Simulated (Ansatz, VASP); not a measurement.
One calculation of Al8N, two programs

INCAR

```
PREC = Accurate
ENCUT = 520
EDIFF = 1E-6
ISMEAR = 0
SIGMA = 0.1
LREAL = False
LASPH = True
NELM = 100
ALGO = Normal
ISIF = 2
LWAVE = False
LCHARG = False
LDIPOL = True
IDIPOL = 3
DIPOL = 0.5 0.5 0.399
GGA = PE
NBANDS = 24
```

The input KPOINTS:

```
regular mesh
0
Gamma
  9 9 1
```

The input POSCAR:

```
Al8N
1.0
    2.8543223330      0.0000000000      0.0000000000
   -1.4271611665      2.4719156510      0.0000000000
    0.0000000000      0.0000000000     33.4760593533
Al N
8 1
Direct
    0.3333333333      0.6666666667      0.1194883770
    0.0000000000      0.0000000000      0.1895622803
    0.6666666667      0.3333333333      0.2596361837
    0.0000000000      0.0000000000      0.3297100869
    0.3333333333      0.6666666667      0.3992195594
    0.0000000000      0.0000000000      0.4696536480
    0.6666666667      0.3333333333      0.5400996810
    0.0000000000      0.0000000000      0.6116627748
    0.0000000000      0.0000000000      0.6734980099
```

Input for Ansatz:

```yaml
crystal:
  lattice:
    - [2.854322333, 0.0, 0.0]
    - [-1.4271611665, 2.471915651, 0.0]
    - [0.0, 0.0, 33.4760593533]
  atoms:
    - { symbol: Al, position: [0.3333333333, 0.6666666667, 0.119488377] }
    - { symbol: Al, position: [0.0, 0.0, 0.1895622803] }
    - { symbol: Al, position: [0.6666666667, 0.3333333333, 0.2596361837] }
    - { symbol: Al, position: [0.0, 0.0, 0.3297100869] }
    - { symbol: Al, position: [0.3333333333, 0.6666666667, 0.3992195594] }
    - { symbol: Al, position: [0.0, 0.0, 0.469653648] }
    - { symbol: Al, position: [0.6666666667, 0.3333333333, 0.540099681] }
    - { symbol: Al, position: [0.0, 0.0, 0.6116627748] }
    - { symbol: "N", position: [0.0, 0.0, 0.6734980099] }
basis:
  ecutwfc: 420
kpoints:
  mp_grid: { grid: [9, 9, 1] }
hamiltonian:
  xc: pbe
scf:
  occupations: { method: gaussian, width: 0.1 }
output:
  forces: true
  eigenvalues: true
efield:
  axis: 3
  dipole_correction: true
  ramp_width: 0.04
```

Alike in both runs: task single point; functional PBE; k mesh 9 × 9 × 1; occupations gaussian, width 0.1 eV; no spin polarisation.

```csv
,VASP,Ansatz
version,VASP 6.6.1,Ansatz 0.2.0
potentials or method,"VASP PAW PBE potentials, release 64 (Al, N), cutoff 520 eV","scalar-relativistic, plane waves, PAW"
valence electrons in the cell,29,29
```

```tsv
	VASP	Ansatz	Ansatz less VASP
gap on the k mesh at the Fermi level (eV)	none	none	-
rms of the force components (eV/Å)	0.555	0.558	+0.0027
```

Atom by atom the forces differ by 0.003 eV/Å (rms over components). A gap of «none» marks a metal or a gap that the smearing closes. The functional is the same, so the differences come from potentials, cutoffs and numerics.
